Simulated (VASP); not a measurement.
Wanted: the native input for a VASP 6.6.1 run.

```yaml
Task: electric field gradients
Functional: LDA
Potentials_or_basis: VASP PAW LDA potentials, release 64 (Ta_pv, N)
Cutoff: 520 eV
k_mesh: 5 × 5 × 8
Occupations: fermi-dirac, width 0.03 eV
Spin: no spin polarisation
Dipole_correction: no
Further_INCAR_settings: ALGO = Normal; EDIFF = 1e-08; NBANDS = 33
```

The structure of TaN lies in POSCAR:

```
TaN
1.0
    5.1501995545      0.0000000000      0.0000000000
   -2.5750997773      4.4602036488      0.0000000000
    0.0000000000      0.0000000000      2.8884826334
Ta N
3 3
Direct
    0.0000000000      0.0000000000      0.0000000000
    0.3333333333      0.6666666667      0.5000000000
    0.6666666667      0.3333333333      0.5000000000
    0.5000000000      0.0000000000      0.0000000000
    0.5000000000      0.5000000000      0.0000000000
    0.0000000000      0.5000000000      0.0000000000
```

These files were run (other wordings do the same):

INCAR

```
SYSTEM = TaN
ALGO = Normal
EDIFF = 1E-8
ENCUT = 520
ISIF = 2
ISMEAR = -1
LASPH = .TRUE.
LCHARG = .FALSE.
LEFG = .TRUE.
LREAL = .FALSE.
LWAVE = .FALSE.
NBANDS = 33
NELM = 100
PREC = Accurate
SIGMA = 0.03
```

KPOINTS

```
k-points
0
G
  5 5 8
  0 0 0
```

Potentials or basis: VASP PAW LDA potentials, release 64 (Ta_pv, N).

Launch:

```bash
$ cat potpaw_LDA.64/Ta_pv/POTCAR potpaw_LDA.64/N/POTCAR > POTCAR
$ mpirun -np 1 vasp_std > vasp.out
```

It gave:

* Pressure: 3.9 GPa
* Band gap on the k mesh: zero (bands 24 and 25 overlap by 2.22 eV)
* Largest electric field gradient by atom: Ta -342.4, -387.2 (each value once); N +34.0 V/Å²

Caveat: the cell stands under pressure; without QUAD_EFG the Cq values of the log hold for a quadrupole moment of 1 mb, not for the nuclei; spin-orbit coupling is left out, which moves the levels of the heavy elements.

Run time: 25 s on 1 thread of Intel(R) Xeon(R) Platinum 8559C (Emerald Rapids), with other jobs on the host, peak memory 0.18 GiB.
